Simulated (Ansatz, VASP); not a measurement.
## Ni in VASP and in Ansatz

```
Ni
1.0
     0.00000    1.67554    1.67554
     1.67554    0.00000    1.67554
     1.67554    1.67554    0.00000
Ni
1
Cartesian
  0.0000 0.0000 0.0000
```

Change from the starting cell: volume scaled by 0.86, start moments a quarter as large, PAW files.

Alike in both runs: task single point; functional LDA; k mesh 16 × 16 × 16; occupations fermi-dirac, width 0.1 eV; collinear spin.

```csv
,VASP,Ansatz
version,VASP 6.6.1,Ansatz 0.2.0
potentials or method,"VASP PAW LDA potentials, release 64 (Ni)","PAW with Ansatz's default frozen-core files, scalar-relativistic"
plane-wave cutoff (eV),520,420
valence electrons in the cell,10,18
```

VASP gave:

```
pressure (GPa)                                                : 19.0
net moment per atom (μB)                                      : 0.54
size of the moment on the site where the two differ most (μB) : 0.53
```

Task: Estimate Ansatz's values.

Result: Pressure (GPa): 19.4; net moment per atom (μB): 0.55; size of the moment on the site where the two differ most (μB): 0.58.

LDA's correlation is that of Perdew and Zunger in VASP and of Perdew and Wang (1992) in Ansatz. Site moments also hang on the region over which each program counts them. VASP's potentials hold 10 valence electrons a cell and Ansatz's 18, so a difference there can come from the potentials and not from the codes.
